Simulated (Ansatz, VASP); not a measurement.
## Fe in VASP and in Ansatz

File INCAR:

```
SYSTEM = Fe
PREC = Accurate ; ENCUT = 520
EDIFF = 1E-7 ; ISMEAR = -1
SIGMA = 0.1 ; LREAL = .False.
LASPH = .True. ; NELM = 150
ALGO = Normal ; ISIF = 2
LWAVE = .False. ; LCHARG = .True.
ISPIN = 2 ; MAGMOM = 2.5 2.5 2.5
LORBIT = 11 ; LMAXMIX = 4
LDIPOL = .True. ; IDIPOL = 3
DIPOL = 0.5 0.5 0.500 ; GGA = PE
LELF = .True. ; LVHAR = .True.
LVACPOTAV = .True. ; NBANDS = 23
```

KPOINTS

```
regular mesh
0
Gamma
  17 17 1
  0 0 0
```

POSCAR

```
Fe
1.0
    2.4520239157      0.0000000000      0.0000000000
   -0.8173413052      2.3117903179      0.0000000000
    0.0000000000      0.0000000000     15.0379000000
Fe
3
Direct
    0.0000000000      0.0000000000      0.3657419521
    0.5000000000      0.5000000000      0.5000000009
    0.0000000000      0.0000000000      0.6342580479
```

Input for Ansatz:

```yaml
crystal:
  lattice:
    - [2.4520239157, 0.0, 0.0]
    - [-0.8173413052, 2.3117903179, 0.0]
    - [0.0, 0.0, 15.0379]
  atoms:
    - { symbol: Fe, position: [0.0, 0.0, 0.3657419521], spin: 2.5 }
    - { symbol: Fe, position: [0.5, 0.5, 0.5000000009], spin: 2.5 }
    - { symbol: Fe, position: [0.0, 0.0, 0.6342580479], spin: 2.5 }
magnetization:
  spin_polarized: true
kpoints:
  mp_grid: { grid: [17, 17, 1] }
scf:
  occupations: { method: fermi_dirac, width: 0.1 }
hamiltonian:
  xc: pbe
  pseudopotentials: { kind: all_electron, lapw: { basis_error: 0.001 } }
output:
  forces: true
  stress: true
  eigenvalues: true
efield:
  axis: 3
  amplitude: 0
  dipole_correction: true
```

Alike in both runs: task single point; functional PBE; k mesh 17 × 17 × 1; occupations fermi-dirac, width 0.1 eV; collinear spin.

|  | VASP | Ansatz |
| --- | --- | --- |
| version | VASP 6.6.1 | Ansatz 0.2.0 |
| potentials or method | VASP PAW PBE potentials, release 64 (Fe), cutoff 520 eV | all-electron LAPW, scalar-relativistic |

Ansatz gave:

| Quantity | Value |
| --- | --- |
| rms of the force components (eV/Å) | 0.002 |
| net moment per atom (μB) | 2.56 |
| size of the moment on the site where the two differ most (μB) | 2.44 |

Problem. What did VASP give for the same quantities?

Solution. rms of the force components (eV/Å): 0.004; net moment per atom (μB): 2.57; size of the moment on the site where the two differ most (μB): 2.41.

Site moments also hang on the region over which each program counts them. Atom by atom the forces differ by 0.002 eV/Å (rms over components). Ansatz ran all-electron here, and VASP with PAW potentials. Ansatz's warnings: vacuum density over bound.
